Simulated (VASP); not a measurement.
Here is a VASP 6.6.1 calculation.

File INCAR:

```
PREC = Accurate
ENCUT = 520
EDIFF = 1E-6
ISMEAR = 0
SIGMA = 0.05
LREAL = F
LASPH = T
NELM = 100
ALGO = Normal
ISIF = 2
LWAVE = F
LCHARG = F
GGA = CA
NBANDS = 15
```

The input KPOINTS:

```
regular mesh
0
Gamma
  6 6 6
```

File POSCAR:

```
CaSe
1.0
    0.0000000000      3.3495000000      3.3990000000
    3.3495000000      0.0000000000      3.3990000000
    3.3495000000      3.3495000000      0.0000000000
Ca Se
1 1
Direct
    0.0000000000      0.0000000000      0.0000000000
    0.7500000000      0.7500000000      0.7500000000
```

Potentials or basis: VASP PAW LDA potentials, release 64 (Ca_sv, Se).

The run is started by

```bash
$ cat potpaw_LDA.64/Ca_sv/POTCAR potpaw_LDA.64/Se/POTCAR > POTCAR
$ mpirun -np 1 vasp_std > vasp.out
```

(1) Estimate the pressure.

(2) What does it give for the band gap on the k mesh?

Answers

(1) -4.0 GPa.

(2) 2.70 eV, indirect (least direct gap 2.78 eV).

Caveat: the cell differs from its parent crystal (strain +0.015 along x and y, +0.030 along z).
